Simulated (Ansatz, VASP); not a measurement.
Pd: VASP beside Ansatz

```xyz
1
Lattice="2.5319 0.0000 0.0000 0.0000 2.5319 0.0000 0.0000 0.0000 2.5319" Properties=species:S:1:pos:R:3 pbc="T T T"
Pd    0.0000    0.0000    0.0000
```

Alike in both runs: task single point; functional PBEsol; k mesh 14 × 14 × 14; occupations fermi-dirac, width 0.1 eV; no spin polarisation.

|  | VASP | Ansatz |
| --- | --- | --- |
| version | VASP 6.6.1 | Ansatz 0.2.0 |
| potentials or method | VASP PAW PBE potentials, release 64 (Pd), cutoff 520 eV | plane waves (420 eV) with PAW, scalar-relativistic |
| valence electrons in the cell | 10 | 18 |

Ansatz gave:

```
pressure (GPa) : 6.8
```

Question: What did VASP give for the same quantities?

Answer: Pressure (GPa): 6.3.

VASP's potentials were made for PBE, not for PBEsol, and Ansatz warns of the same on its side. VASP's potentials hold 10 valence electrons a cell and Ansatz's 18, so a difference there can come from the potentials and not from the codes.
